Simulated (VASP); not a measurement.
## WF: single point with PBE

Crystal: WF.

```
W F
1.0
     3.29339    0.00000    0.00000
    -1.64670    2.85216    0.00000
     0.00000    0.00000   13.76720
W F
4 4
Cartesian
  0.0000 1.9014 2.1615
  1.6467 0.9507 9.0450
  0.0000 1.9014 4.7221
  1.6467 0.9507 11.6057
  0.0000 1.9014 8.2879
  1.6467 0.9507 1.4043
  0.0000 1.9014 12.3629
  1.6467 0.9507 5.4793
```

The cell was generated, and may not be a known phase.

- Program: VASP 6.6.1
- Task: single point
- Functional: PBE
- Potentials or basis: VASP PAW PBE potentials, release 64 (W_sv, F_h)
- Cutoff: 1350 eV
- k mesh: 6 × 6 × 2
- Occupations: gaussian, width 0.1 eV
- Spin: no spin polarisation
- Dipole correction: no
- Further INCAR settings: ALGO = Normal; EDIFF = 1e-06; NBANDS = 52

- Pressure: 2.4 GPa
- Largest force: 7.102 eV/Å
- Band gap on the k mesh: 0.58 eV (least direct gap 0.82 eV)

Forces in eV/Å, atoms in the order of the input:
```
W    0.000  0.000  7.102
W    0.000  0.000  7.102
W    0.000  0.000 -7.102
W    0.000  0.000 -7.102
F    0.000  0.000 -2.938
F    0.000  0.000 -2.938
F    0.000  0.000  2.938
F    0.000  0.000  2.938
```

Stress tensor (GPa, compression positive):
```
 11.19   0.00   0.00
  0.00  11.19   0.00
  0.00   0.00 -15.17
```

Levels at points of the mesh, in eV from the valence-band top:
| k point | band 39 | band 40 | band 41 | band 42 | band 43 | band 44 | band 45 | band 46 |
| --- | --- | --- | --- | --- | --- | --- | --- | --- |
| (0.00, 0.00, 0.00) | -0.49 | -0.48 | -0.48 | -0.23 | 0.84 | 0.84 | 0.88 | 0.88 |
| (0.50, 0.00, 0.00) | -0.51 | -0.44 | -0.02 | 0.00 | 1.14 | 1.50 | 1.83 | 1.85 |
| (0.00, 0.00, 0.50) | -0.49 | -0.49 | -0.49 | -0.49 | 0.86 | 0.86 | 0.86 | 0.86 |
| (0.50, 0.00, 0.50) | -0.47 | -0.47 | -0.01 | -0.01 | 1.29 | 1.29 | 1.87 | 1.87 |

It took 12 min on 1 thread of AMD EPYC 7R43 64-Core Processor (Zen 3) (shared host), peak memory 0.67 GiB.

Caveat: the stress differs along the axes, from -15 to 11 GPa; spin-orbit coupling is left out, which moves the levels of the heavy elements; forces of over 1 eV/Å act on the atoms, so gaps and moduli don't describe the material at rest. A k mesh can miss the band edges.
